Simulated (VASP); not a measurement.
Here is a VASP 6.6.1 calculation.

INCAR

```
SYSTEM = ZrB2
PREC = Accurate
ENCUT = 520
EDIFF = 1E-6
ISMEAR = 0
SIGMA = 0.15
LREAL = .FALSE.
LASPH = .TRUE.
NELM = 60
ALGO = Normal
ISIF = 2
LWAVE = .FALSE.
LCHARG = .FALSE.
GGA = PS
NBANDS = 16
```

KPOINTS

```
Automatic mesh
0
G
  15 15 12
  0 0 0
```

Contents of POSCAR:

```
ZrB2
1.0
    3.0917000000      0.0000000000      0.0000000000
   -1.5458500000      2.6774907409      0.0000000000
    0.0000000000      0.0000000000      3.6821000000
Zr B
1 2
Direct
    0.0000000000      0.0000000000      0.0000000000
    0.3333333333      0.6666666667      0.5000000000
    0.6666666667      0.3333333333      0.5000000000
```

Potentials or basis: VASP PAW PBE potentials, release 64 (Zr_sv, B).

Run with:

```sh
$ cat potpaw_PBE.64/Zr_sv/POTCAR potpaw_PBE.64/B/POTCAR > POTCAR
$ mpirun -np 1 vasp_std > vasp.out
```

(1) Predict the band gap on the k mesh.

(2) What does it give for the pressure?

Results:

(1) zero (bands 9 and 10 overlap by 1.10 eV).

(2) -0.3 GPa.

Caveat: the PAW data sets were made with another functional, which shifts forces and pressure a little.
